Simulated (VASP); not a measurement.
Wanted: the native input for a VASP 6.6.1 run.

```
Task                    : single point
Functional              : PBEsol
Potentials or basis     : VASP PAW PBE potentials, release 64 (Ag)
Cutoff                  : 520 eV
k mesh                  : 13 × 13 × 1
Occupations             : fermi-dirac, width 0.08 eV
Spin                    : no spin polarisation
Dipole correction       : yes
k mesh for the DOS      : 20 × 20 × 1
Occupations for the DOS : tetrahedron
Further INCAR settings  : ALGO = Normal; EDIFF = 1e-07
```

System: Ag, a slab with vacuum.

```xyz
5
Lattice="2.8669 0.0000 0.0000 0.0000 2.8669 0.0000 0.0000 0.0000 24.1088" Properties=species:S:1:pos:R:3 pbc="T T T"
Ag    0.0000    0.0000    8.0000
Ag    1.4335    1.4335   10.0272
Ag    0.0000    0.0000   12.0544
Ag    1.4335    1.4335   14.0816
Ag    0.0000    0.0000   16.1088
```

These files were run (other wordings do the same):

POSCAR

```
Ag
1.0
    2.8669078754      0.0000000000      0.0000000000
    0.0000000000      2.8669078754      0.0000000000
    0.0000000000      0.0000000000     24.1088000000
Ag
5
Direct
    0.0000000000      0.0000000000      0.3318282123
    0.5000000000      0.5000000000      0.4159141059
    0.0000000000      0.0000000000      0.5000000000
    0.5000000000      0.5000000000      0.5840858941
    0.0000000000      0.0000000000      0.6681717877
```

INCAR.step1

```
PREC = Accurate ; ENCUT = 520
EDIFF = 1E-7 ; ISMEAR = -1
SIGMA = 0.08 ; LREAL = F
LASPH = T ; NELM = 80
ALGO = Normal ; ISIF = 2
LWAVE = F ; LCHARG = T
LMAXMIX = 4 ; LDIPOL = T
IDIPOL = 3 ; DIPOL = 0.5 0.5 0.500
GGA = PS ; NBANDS = 36
```

KPOINTS.step1

```
regular mesh
0
Gamma
  13 13 1
```

INCAR.step2

```
PREC = Accurate ; ENCUT = 520
EDIFF = 1E-7 ; ISMEAR = -5
SIGMA = 0.08 ; LREAL = F
LASPH = T ; NELM = 80
ALGO = Normal ; ISIF = 2
LWAVE = F ; LCHARG = F
LMAXMIX = 4 ; LDIPOL = T
IDIPOL = 3 ; DIPOL = 0.5 0.5 0.500
GGA = PS ; LORBIT = 10
NEDOS = 2001 ; ICHARG = 11
```

KPOINTS.step2

```
regular mesh
0
Gamma
  20 20 1
```

Potentials or basis: VASP PAW PBE potentials, release 64 (Ag).

Command:

```sh
$ cat potpaw_PBE.64/Ag/POTCAR > POTCAR
$ cp INCAR.step1 INCAR
$ cp KPOINTS.step1 KPOINTS
$ mpirun -np 1 vasp_std > vasp.out
$ cp INCAR.step2 INCAR
$ cp KPOINTS.step2 KPOINTS
$ mpirun -np 1 vasp_std > vasp.out
```

Results of the run:

| Quantity | Value |
| --- | --- |
| Valence electrons inside the program's atomic spheres | Ag 9.81, 9.88, 9.89 (each value once) |

Wall time 5.7 min on 1 thread of AMD EPYC 9R45 96-Core Processor (Zen 5), on a shared host, peak memory 0.46 GiB.
